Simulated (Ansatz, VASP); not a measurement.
One calculation of SiF, two programs

INCAR

```
PREC = Accurate
ENCUT = 910
EDIFF = 1E-7
ISMEAR = -1
SIGMA = 0.05
LREAL = False
LASPH = True
NELM = 120
ALGO = Normal
ISIF = 3
LWAVE = False
LCHARG = False
GGA = PS
IVDW = 13
IBRION = 2
NSW = 60
EDIFFG = -0.01
GGA_COMPAT = False
NELMIN = 4
```

KPOINTS

```
regular mesh
0
Gamma
  9 9 9
```

POSCAR

```
SiF
1.0
    3.0286000000      0.0000000000      0.0000000000
    0.0000000000      3.0286000000      0.0000000000
    0.0000000000      0.0000000000      3.0286000000
Si F
1 1
Direct
    0.5000000000      0.5000000000      0.5000000000
    0.0000000000      0.0000000000      0.0000000000
```

input.yaml

```yaml
crystal:
  lattice:
    - [3.0286, 0.0, 0.0]
    - [0.0, 3.0286, 0.0]
    - [0.0, 0.0, 3.0286]
  atoms:
    - { symbol: Si, position: [0.5, 0.5, 0.5] }
    - { symbol: F, position: [0.0, 0.0, 0.0] }
hamiltonian:
  xc: pbesol
  pseudopotentials: { kind: paw }
  dispersion: d4
kpoints:
  mp_grid: { grid: [9, 9, 9] }
scf:
  occupations: { method: fermi_dirac, width: 0.05 }
output:
  forces: true
  stress: true
  eigenvalues: true
  write_density: true
  write_potential: true
  elf: true
  volumetric_format: npy
relax:
  f_tol: 0.01
  max_steps: 40
  cell: { stress_tol: 0.05 }
```

Alike in both runs: task relaxation of cell and atoms; functional PBEsol; dispersion D4; k mesh 9 × 9 × 9; occupations fermi-dirac, width 0.05 eV; no spin polarisation.

|  | VASP | Ansatz |
| --- | --- | --- |
| version | VASP 6.6.1 | Ansatz 0.2.0 |
| potentials or method | VASP PAW PBE potentials, release 64 (Si, F_h) | Ansatz PAW |
| plane-wave cutoff (eV) | 910 | 420 |
| valence electrons in the cell | 11 | 11 |

```csv
,VASP,Ansatz,Ansatz less VASP
"gap on the k mesh at the Fermi level, each at its own relaxed structure (eV)",none,none,-
relaxed volume (Å³/atom),13.05,13.63,+0.586
relaxed cell length with the largest relative difference (Å),2.966,3.010,+0.0437
```

VASP's potentials were made for PBE, not for PBEsol. A gap of «none» marks a metal or a gap that the smearing closes.

Noted on VASP's run: the cutoff is short for stress, so the pressure is rough. Noted on Ansatz's run: the plane-wave basis is chosen anew once the cell has moved, so the energies of steps on either side of that aren't comparable.
